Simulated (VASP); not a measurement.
# Au (P6_3/mmc) in VASP: notebook

The runs below take Au through single point, with r2SCAN.

Program: VASP 6.6.1. These are calculated values, not measurements. Logs are shortened: lines on timing, memory, paths and dates and some standing lists are left out, and cuts for length are marked.

### Step 1. The cell of the first run

The structure is hexagonal, space group P6_3/mmc (No. 194). Conventional cell: a = 2.900 Å, b = 2.900 Å, c = 4.880 Å, α = 90.00°, β = 90.00°, γ = 120.00°. Au (site symmetry -6m2) has 12 Au at 2.90 to 2.96 Å within 3.8 Å.

### Step 2. Single point, r2SCAN

Contents of POSCAR:

```
Au
1.0
    2.9000000000      0.0000000000      0.0000000000
   -1.4500000000      2.5114736710      0.0000000000
    0.0000000000      0.0000000000      4.8800000000
Au
2
Direct
    0.3333333333      0.6666666667      0.7500000000
    0.6666666667      0.3333333333      0.2500000000
```

Contents of INCAR.step1:

```
PREC = Accurate
ENCUT = 520
ISMEAR = 0
SIGMA = 0.1
LREAL = F
LASPH = T
NELM = 100
NBANDS = 18
GGA = PE
ALGO = Normal
EDIFF = 1E-4
LWAVE = T
LCHARG = F
```

Contents of INCAR.step2:

```
PREC = Accurate
ENCUT = 520
EDIFF = 1E-7
ISMEAR = 0
SIGMA = 0.1
LREAL = F
LASPH = T
NELM = 100
ALGO = Normal
ISIF = 2
LWAVE = F
LCHARG = F
METAGGA = R2SCAN
LMIXTAU = T
NBANDS = 18
ISTART = 1
```

Contents of KPOINTS:

```
regular mesh
0
Gamma
  9 9 4
```

Potentials or basis: VASP PAW PBE potentials, release 64 (Au).

Launch:

```sh
> cat potpaw_PBE.64/Au/POTCAR > POTCAR
> cp INCAR.step1 INCAR
> mpirun -np 1 vasp_std > vasp.out
> cp INCAR.step2 INCAR
> mpirun -np 1 vasp_std > vasp.out
```

OUTCAR:

```text
PREC = Accurate
   ENCUT = 520
   EDIFF = 1E-7
   ISMEAR = 0
   LREAL = F
   LASPH = T
   NELM = 100
   ISIF = 2
   METAGGA = R2SCAN
   ISTART = 1

 ion  position               nearest neighbor table
   1  0.333  0.667  0.750-   2 2.96   2 2.96   2 2.96   2 2.96   2 2.96   2 2.96
   2  0.667  0.333  0.250-   1 2.96   1 2.96   1 2.96   1 2.96   1 2.96   1 2.96

  LATTYP: Found a hexagonal cell.
 ALAT       =     2.9000000000
 C/A-ratio  =     1.6827586207

  Lattice vectors:

 A1 = (   2.9000000000,   0.0000000000,   0.0000000000)
 A2 = (  -1.4500000000,   2.5114736710,   0.0000000000)
 A3 = (   0.0000000000,   0.0000000000,   4.8800000000)

Analysis of symmetry for initial positions (statically):
=====================================================================
 Subroutine PRICEL returns:
 Original cell was already a primitive cell.

 Routine SETGRP: Setting up the symmetry group for a
 hexagonal supercell.

 Subroutine GETGRP returns: Found 24 space group operations
 (whereof 12 operations were pure point group operations)
 out of a pool of 24 trial point group operations.

The static configuration has the point symmetry D_3d.
 The point group associated with its full space group is D_6h.

Analysis of symmetry for dynamics (positions and initial velocities):
=====================================================================
 Subroutine PRICEL returns:
 Original cell was already a primitive cell.

 Routine SETGRP: Setting up the symmetry group for a
 hexagonal supercell.

 Subroutine GETGRP returns: Found 24 space group operations
 (whereof 12 operations were pure point group operations)
 out of a pool of 24 trial point group operations.

The dynamic configuration has the point symmetry D_3d.
 The point group associated with its full space group is D_6h.

 Subroutine INISYM returns: Found 24 space group operations
 (whereof 12 operations are pure point group operations),
 and found     1 'primitive' translations

----------------------------------------------------------------------------------------

                                     Primitive cell

  volume of cell :      35.5424

  direct lattice vectors                    reciprocal lattice vectors
     2.900000000  0.000000000  0.000000000     0.344827586  0.199086300  0.000000000
    -1.450000000  2.511473671  0.000000000     0.000000000  0.398172599  0.000000000
     0.000000000  0.000000000  4.880000000     0.000000000  0.000000000  0.204918033

  length of vectors
     2.900000000  2.900000000  4.880000000     0.398172599  0.398172599  0.204918033

  position of ions in fractional coordinates (direct lattice)
     0.333333333  0.666666667  0.750000000
     0.666666667  0.333333333  0.250000000

  ion indices of the primitive-cell ions
   primitive index   ion index
                 1           1
                 2           2

----------------------------------------------------------------------------------------

 KPOINTS: regular mesh

Automatic generation of k-mesh.
 Grid dimensions read from file:
 generate k-points for:    9    9    4

 Generating k-lattice:

  Cartesian coordinates                     Fractional coordinates (reciprocal lattice)
     0.038314176  0.022120700  0.000000000     0.111111111  0.000000000  0.000000000
     0.000000000  0.044241400  0.000000000     0.000000000  0.111111111  0.000000000
     0.000000000  0.000000000  0.051229508     0.000000000  0.000000000  0.250000000

  Length of vectors
     0.044241400  0.044241400  0.051229508

  Shift w.r.t. Gamma in fractional coordinates (k-lattice)
     0.000000000  0.000000000  0.000000000

 Subroutine IBZKPT returns following result:
 ===========================================

 Found     36 irreducible k-points:

 Following reciprocal coordinates:
            Coordinates               Weight
  0.000000  0.000000  0.000000      1.000000
  0.111111  0.000000  0.000000      6.000000
  0.222222  0.000000  0.000000      6.000000
  0.333333 -0.000000  0.000000      6.000000
  0.444444  0.000000  0.000000      6.000000
  0.111111  0.111111  0.000000      6.000000
[... 16 lines left out ...]
  0.333333  0.222222  0.250000     24.000000
  0.333333  0.333333  0.250000      4.000000
 [... further k-points ...]
   k-points           NKPTS =     36   k-points in BZ     NKDIM =     36   number of bands    NBANDS=     18
   number of dos      NEDOS =    301   number of ions     NIONS =      2
   total plane-waves  NPLWV =  20736
   dimension x,y,z NGX =    24 NGY =   24 NGZ =   36
   dimension x,y,z NGXF=    48 NGYF=   48 NGZF=   72
   ions per type =               2
   NGX,Y,Z   is equivalent  to a cutoff of  13.76, 13.76, 12.26 a.u.
   NGXF,Y,Z  is equivalent  to a cutoff of  27.52, 27.52, 24.53 a.u.
 SYSTEM =  unknown system
   PREC   = accura    normal or accurate (medium, high low for compatibility)
   ISTART =      1    job   : 0-new  1-cont  2-samecut
   ICHARG =      0    charge: 1-file 2-atom 10-const
   ISPIN  =      1    spin polarized calculation?
   LNONCOLLINEAR =      F non collinear calculations
   LSORBIT =      F    spin-orbit coupling
   LASPH  =      T    aspherical Exc in radial PAW
   ENCUT  =  520.0 eV  38.22 Ry    6.18 a.u.   5.39  5.39  9.07*2*pi/ulx,y,z
   NELM   =    100;   NELMIN=  2; NELMDL=  0     # of ELM steps
   EDIFF  = 0.1E-06   stopping-criterion for ELM
   LREAL  =      F    real-space projection
   EDIFFG = 0.1E-05   stopping-criterion for IOM
   NSW    =      0    number of steps for IOM
   IBRION =     -1    ionic relax: 0-MD 1-quasi-New 2-CG
   NFREE  =      0    steps in history (QN), initial steepest desc. (CG)
   ISIF   =      2    stress and relaxation
   ISYM   =      2    0-nonsym 1-usesym 2-fastsym
   POTIM  = 0.5000    time-step for ionic-motion
   TEBEG  =    0.0;   TEEND  =   0.0 temperature during run
   PSTRESS=    0.0 pullay stress
   NELECT =      22.0000    total number of electrons
   NUPDOWN=      -1.0000    fix difference up-down
   EMIN   =  10.00;   EMAX   =-10.00  energy-range for DOS
   EFERMI =   0.00;   METHOD = LEGACY
   ISMEAR =     0;   SIGMA  =   0.10  broadening in eV -4-tet -1-fermi 0-gaus
   EFERMI_NEDOS =   21; number of points for ismear=-14 and -15
   IALGO  =     38    algorithm
   IMIX   =      4    mixing-type and parameters
     AMIX     =   0.40;   BMIX     =  1.00
     AMIX_MAG =   1.60;   BMIX_MAG =  1.00
  volume/ion in A,a.u.               =      17.77       119.93
  Fermi-wavevector in a.u.,A,eV,Ry     =   1.395191  2.636528 26.484517  1.946557
  Thomas-Fermi vector in A             =   2.518667
   LORBIT       =      0    0 simple, 1 ext, 2 COOP (PROOUT), +10 PAW based schemes
   METAGGA = R2SCAN    functional components
   LHFCALC =     F    Hartree Fock is set to
   AEXX    =    0.0000 exact exchange contribution
   IVDW    =     0    specifies the selected vdW correction
   LEPSILON=     F    determine dielectric tensor
   LRPA    =     F    only Hartree local field effects (RPA)
 non-spin polarized calculation
 Gauss-broadening in eV      SIGMA  =   0.10
  energy-cutoff  :      520.00
  volume of cell :       35.54
 maximum number of plane-waves:       978
 NGX is ok and might be reduce to    24
   NGX = 11   NGY = 11   NGZ = 19

 number of electron      22.0000001 magnetization

 Free energy of the ion-electron system (eV)
  ---------------------------------------------------
  ext. energy  EPLUGINS =         0.00000000
  ---------------------------------------------------
  free energy    TOTEN  =      -101.19278214 eV

  energy without entropy =     -101.18850854  energy(sigma->0) =     -101.19064534

 E-fermi :   8.4775     XC(G=0): -13.3266

 val. band max:        8.4618184748   @ k =   0.2222   0.2222   0.5000
 cond. band min:       8.6985488105   @ k =   0.4444   0.0000   0.5000
 fundamental gap:      0.2367303356
 Fermi energy:         8.4774533376

 k-point     1 :       0.0000    0.0000    0.0000
  band No.  band energies     occupation
      1      -0.9911      2.00000
      2       1.3447      2.00000
      3       3.7417      2.00000
      4       4.0282      2.00000
      5       4.0282      2.00000
      6       4.3194      2.00000
[... 10 lines left out ...]
     17      27.5483      0.00000
     18      27.5483      0.00000

 k-point     2 :       0.1111    0.0000    0.0000
  band No.  band energies     occupation
      1      -0.6030      2.00000
      2       1.6527      2.00000
      3       3.6191      2.00000
      4       4.1071      2.00000
      5       4.2376      2.00000
      6       4.2802      2.00000
[... 10 lines left out ...]
     17      25.8241      0.00000
     18      27.3661      0.00000

 k-point     3 :       0.2222    0.0000    0.0000
  band No.  band energies     occupation
      1       0.4323      2.00000
      2       2.2195      2.00000
      3       3.5061      2.00000
      4       3.7247      2.00000
      5       3.8950      2.00000
      6       4.5373      2.00000
[... 10 lines left out ...]
     17      26.0522      0.00000
     18      26.5047      0.00000

 k-point     4 :       0.3333   -0.0000    0.0000
  band No.  band energies     occupation
      1       1.5119      2.00000
      2       2.1397      2.00000
      3       2.8867      2.00000
      4       3.9382      2.00000
      5       4.2075      2.00000
      6       4.2421      2.00000
[... 375 lines left out ...]
      4       3.3628      2.00000
      5       4.0551      2.00000
      6       4.1006      2.00000
[... 10 lines left out ...]
     17      21.4893      0.00000
     18      24.9776      0.00000

 k-point    23 :       0.3333    0.2222    0.2500
  band No.  band energies     occupation
      1       2.3216      2.00000
      2       2.8427      2.00000
      3       3.0034      2.00000
      4       3.3725      2.00000
      5       3.7391      2.00000
      6       4.5394      2.00000
[... 10 lines left out ...]
     17      21.0782      0.00000
     18      23.1847      0.00000

 k-point    24 :       0.3333    0.3333    0.2500
  band No.  band energies     occupation
      1       2.8022      2.00000
      2       2.8883      2.00000
      3       2.8883      2.00000
      4       3.6157      2.00000
      5       3.9863      2.00000
      6       3.9863      2.00000
[... 10 lines left out ...]
     17      22.6619      0.00000
     18      22.6619      0.00000

 [... further k-points ...]

------------------------ aborting loop because EDIFF is reached ----------------------------------------

  FORCE on cell =-STRESS in cart. coord.  units (eV):
  Direction    XX          YY          ZZ          XY          YZ          ZX
  --------------------------------------------------------------------------------------
  -------------------------------------------------------------------------------------
  Total       -0.2342683     -0.2342683     -0.3828520      0.0000000     -0.0000000      0.0000000
  in kB      -10.5603356    -10.5603357    -17.2581831      0.0000000     -0.0000000      0.0000000
  external PRESSURE =     -12.7929515 kB  Pullay stress =       0.0000000 kB

 VOLUME and BASIS-vectors are now :
 -----------------------------------------------------------------------------
  energy-cutoff  :      520.00
  volume of cell :       35.54
      direct lattice vectors                 reciprocal lattice vectors
     2.900000000  0.000000000  0.000000000     0.344827586  0.199086300  0.000000000
    -1.450000000  2.511473671  0.000000000     0.000000000  0.398172599  0.000000000
     0.000000000  0.000000000  4.880000000     0.000000000  0.000000000  0.204918033

 POSITION                                       TOTAL-FORCE (eV/Angst)
 -----------------------------------------------------------------------------------
     -0.00000      1.67432      3.66000        -0.000000      0.000000      0.000000
      1.45000      0.83716      1.22000         0.000000     -0.000000      0.000000
 -----------------------------------------------------------------------------------
    total drift:                                0.000000     -0.000000      0.000000

  FREE ENERGIE OF THE ION-ELECTRON SYSTEM (eV)
  ---------------------------------------------------
  free  energy   TOTEN  =      -101.1927821428 eV

  energy  without entropy=     -101.1885085412  energy(sigma->0) =     -101.19064534
```

Wall time 80 s (1 thread of Intel Xeon Platinum 8259CL at 2.50GHz (Skylake/Cascade Lake), shared host); peak memory 0.17 GiB.

Results:

| Item | Value |
| --- | --- |
| Free energy | -101.1928 eV |
| Pressure | -1.3 GPa |
| Band gap on the k mesh | zero (band 11 reaches 12.92 eV, above the bottom of band 12 at 5.84 eV) |

Caveat: the PAW data sets were made with another functional, which shifts forces and pressure a little; spin-orbit coupling is left out, which moves the levels of the heavy elements.

### Step 3. Single point, r2SCAN

This run uses another cell than the first one, of 17.60 Å³/atom, 0.990 times its volume.

Contents of POSCAR:

```
Au
1.0
    2.8902928838      0.0000000000      0.0000000000
   -1.4451464419      2.5030670618      0.0000000000
    0.0000000000      0.0000000000      4.8647145229
Au
2
Direct
    0.3333333333      0.6666666667      0.7500000000
    0.6666666667      0.3333333333      0.2500000000
```

Contents of INCAR.step1:

```
SYSTEM = Au
PREC     = Accurate       ! precision mode
ENCUT    = 520            ! plane-wave cutoff, eV
ISMEAR   = 0              ! smearing method
SIGMA    = 0.1            ! smearing width, eV
LREAL    = .False.        ! projectors in reciprocal space
LASPH    = .True.         ! aspherical terms in the spheres
NELM     = 100            ! most SCF steps
NBANDS   = 18             ! bands
GGA      = PE             ! functional
ALGO     = Normal         ! electronic algorithm
EDIFF    = 1E-4           ! SCF threshold, eV
LWAVE    = .True.         ! write WAVECAR
LCHARG   = .False.        ! write CHGCAR
```

Contents of INCAR.step2:

```
SYSTEM = Au
PREC     = Accurate       ! precision mode
ENCUT    = 520            ! plane-wave cutoff, eV
EDIFF    = 1E-6           ! SCF threshold, eV
ISMEAR   = 0              ! smearing method
SIGMA    = 0.1            ! smearing width, eV
LREAL    = .False.        ! projectors in reciprocal space
LASPH    = .True.         ! aspherical terms in the spheres
NELM     = 100            ! most SCF steps
ALGO     = Normal         ! electronic algorithm
ISIF     = 2              ! what is computed and relaxed
LWAVE    = .False.        ! write WAVECAR
LCHARG   = .False.        ! write CHGCAR
METAGGA  = R2SCAN         ! meta-GGA
LMIXTAU  = .True.       
NBANDS   = 18             ! bands
ISTART   = 1
```

Contents of KPOINTS:

```
Automatic mesh
0
Gamma
  18 18 10
  0 0 0
```

Potentials or basis: VASP PAW PBE potentials, release 64 (Au).

Launch:

```sh
> cat potpaw_PBE.64/Au/POTCAR > POTCAR
> cp INCAR.step1 INCAR
> mpirun -np 1 vasp_std > vasp.out
> cp INCAR.step2 INCAR
> mpirun -np 1 vasp_std > vasp.out
```

It took 5.5 min on 1 thread of Intel Xeon Platinum 8259CL at 2.50GHz (Skylake/Cascade Lake), shared host; peak memory 0.25 GiB.

Results (log left out):

| Item | Value |
| --- | --- |
| Free energy | -101.1743 eV |
| Pressure | 0.3 GPa |
| Band gap on the k mesh | zero (band 11 reaches 13.13 eV, above the bottom of band 12 at 5.98 eV) |

Levels at points of the mesh, in eV from the Fermi level:
```tsv
k point	band 8	band 9	band 10	band 11	band 12	band 13	band 14	band 15
(0.00, 0.00, 0.00)	-3.68	-3.68	-2.36	-2.36	-0.83	2.58	15.48	16.48
(0.50, 0.00, 0.00)	-2.14	-2.03	-1.85	0.44	1.59	5.97	7.46	7.54
(0.00, 0.00, 0.50)	-4.70	-2.81	-2.81	-2.81	-2.81	10.88	10.88	15.73
(0.50, 0.00, 0.50)	-2.52	-1.92	-1.92	0.68	0.68	3.98	3.98	13.73
```

Caveat: the PAW data sets were made with another functional, which shifts forces and pressure a little; spin-orbit coupling is left out, which moves the levels of the heavy elements.

(Continued in part 2 of 2.)
